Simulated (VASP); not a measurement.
Input of a VASP 6.6.1 run:

File INCAR:

```
ALGO = Fast ; EDIFF = 1E-7
ENCUT = 520 ; GGA = PS
ISIF = 2 ; ISMEAR = 0
LASPH = True ; LCHARG = False
LREAL = False ; LWAVE = False
NBANDS = 62 ; NELM = 80
PREC = Accurate ; SIGMA = 0.1
```

The input KPOINTS:

```
k-points
0
Gamma
  4 4 4
```

File POSCAR:

```
In
1.0
    5.9813309806      0.0000000000      0.0000000000
    0.0000000000      5.9813309806      0.0000000000
    0.0000000000      0.0000000000      5.9813309806
In
8
Direct
    0.5000000000      0.5000000000      0.5000000000
    0.0000000000      0.0000000000      0.0000000000
    0.2500000000      0.0000000000      0.5000000000
    0.5000000000      0.2500000000      0.0000000000
    0.5000000000      0.7500000000      0.0000000000
    0.7500000000      0.0000000000      0.5000000000
    0.0000000000      0.5000000000      0.7500000000
    0.0000000000      0.5000000000      0.2500000000
```

Potentials or basis: VASP PAW PBE potentials, release 64 (In_d).

The run is started by

```bash
$ cat potpaw_PBE.64/In_d/POTCAR > POTCAR
$ mpirun -np 1 vasp_std > vasp.out
```

What does it give for the pressure?

-0.9 GPa.

Predict the band gap on the k mesh.

zero (bands 52 and 53 overlap by 3.06 eV).

Caveat: the PAW data sets were made with another functional, which shifts forces and pressure a little; spin-orbit coupling is left out, which moves the levels of the heavy elements.
